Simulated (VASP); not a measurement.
Input of a VASP 6.6.1 run:

POSCAR

```
Tc
1.0
    0.0000000000      1.9110000000      1.9500000000
    1.9110000000      0.0000000000      1.9500000000
    1.9110000000      1.9110000000      0.0000000000
Tc
1
Direct
    0.0000000000      0.0000000000      0.0000000000
```

The input INCAR.step1:

```
SYSTEM = Tc
ALGO = Normal
EDIFF = 1E-5
ENCUT = 550
GGA = PE
GGA_COMPAT = .False.
ISMEAR = -1
LASPH = .True.
LCHARG = .False.
LREAL = .False.
LWAVE = .True.
NBANDS = 12
NELM = 120
PREC = Accurate
SIGMA = 0.1
```

File INCAR.step2:

```
SYSTEM = Tc
ALGO = Normal
EDIFF = 1E-6
ENCUT = 550
GGA_COMPAT = .False.
ISIF = 2
ISMEAR = -1
ISTART = 1
LASPH = .True.
LCHARG = .False.
LMIXTAU = .True.
LREAL = .False.
LWAVE = .False.
METAGGA = R2SCAN
NBANDS = 12
NELM = 120
PREC = Accurate
SIGMA = 0.1
```

KPOINTS

```
k-points
0
Gamma
  15 15 15
  0 0 0
```

Potentials or basis: VASP PAW PBE potentials, release 64 (Tc_pv).

Run with:

```bash
$ cat potpaw_PBE.64/Tc_pv/POTCAR > POTCAR
$ cp INCAR.step1 INCAR
$ mpirun -np 1 vasp_std > vasp.out
$ cp INCAR.step2 INCAR
$ mpirun -np 1 vasp_std > vasp.out
```

Estimate the pressure.

1.5 GPa.

Estimate the band gap on the k mesh.

zero (an odd number of electrons rules out a gap without spin polarisation).

Stress tensor (GPa, compression positive):
```
 3.17  0.00  0.00
 0.00  3.17  0.00
 0.00  0.00 -1.85
```

Caveat: the PAW data sets were made with another functional, which shifts forces and pressure a little.
